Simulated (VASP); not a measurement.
# Te: single point with PBEsol

Te:

```
Te
1.0
     4.36308    0.00000    0.00000
    -2.18154    3.77854    0.00000
     0.00000    0.00000    5.80307
Te
3
Direct
  0.73100 0.73100 0.00000
  0.00000 0.26900 0.66667
  0.26900 0.00000 0.33333
```

```
Program                : VASP 6.6.1
Task                   : single point
Functional             : PBEsol
Potentials or basis    : VASP PAW PBE potentials, release 64 (Te)
Cutoff                 : 520 eV
k mesh                 : 7 × 7 × 5
Occupations            : fermi-dirac, width 0.05 eV
Spin                   : no spin polarisation
Dipole correction      : no
Further INCAR settings : ALGO = Normal; EDIFF = 1e-06; NBANDS = 16
```

The pressure is 2.6 GPa. The largest force is 0.482 eV/Å. The band gap on the k mesh is 0.56 eV (least direct gap 0.80 eV).

Forces on the atoms (eV/Å):
```
Te  -0.241 -0.418  0.000
Te  -0.241  0.418  0.000
Te   0.482  0.000  0.000
```

Stress tensor (GPa, compression positive):
```
1.94 0.00 0.00
0.00 1.94 0.00
0.00 0.00 3.81
```

Levels at points of the mesh, in eV from the valence-band top:
| k point | band 5 | band 6 | band 7 | band 8 | band 9 | band 10 | band 11 | band 12 | band 13 | band 14 |
| --- | --- | --- | --- | --- | --- | --- | --- | --- | --- | --- |
| (0.00, 0.00, 0.00) | -2.71 | -2.71 | -1.69 | -1.69 | -0.80 | 1.20 | 1.20 | 1.79 | 4.90 | 4.90 |

Run time: 56 s on 1 thread of Intel Xeon 8259CL, with other jobs on the host, peak memory 0.22 GiB.

Caveat: semilocal functionals underestimate gaps, and a narrow one can read as zero; the PAW data sets were made with another functional, which shifts forces and pressure a little; spin-orbit coupling is left out, which moves the levels of the heavy elements. A k mesh can miss the band edges.
